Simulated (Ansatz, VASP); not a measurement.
## Two plane-wave programs on BAs

```
B As
1.0
     0.00000    2.34408    2.39192
     2.39192    0.00000    2.39192
     2.39192    2.34408    0.00000
B As
1 1
Cartesian
  0.0000 0.0000 0.0000
  3.5879 3.5161 3.5879
```

Change from the starting cell: strain -0.0200 x Voigt [0, 1, 0, 0, 0, 0], atoms carried along.

Alike in both runs: task single point; functional r2SCAN; k mesh 10 × 10 × 10; occupations gaussian, width 0.05 eV; no spin polarisation.

```csv
,VASP,Ansatz
version,VASP 6.6.1,Ansatz 0.2.0
potentials or method,"VASP PAW PBE potentials, release 64 (B, As), cutoff 520 eV","scalar-relativistic, plane waves, PAW"
valence electrons in the cell,8,18
```

|  | VASP | Ansatz | Ansatz less VASP |
| --- | --- | --- | --- |
| gap on the k mesh at the Fermi level (eV) | 1.03 | 1.03 | +0.001 |
| least direct gap on the mesh (eV) | 3.23 | 3.23 | -0.004 |
| pressure (GPa) | 3.3 | 3.0 | -0.29 |
| traceless stress, the component that is largest in VASP (GPa) | 2.96 | 2.97 | +0.006 |

VASP's potentials were made for PBE, not for r2SCAN. The functional is the same, so the differences come from potentials, cutoffs and numerics. VASP's potentials hold 8 valence electrons a cell and Ansatz's 18, so a difference there can come from the potentials and not from the codes.
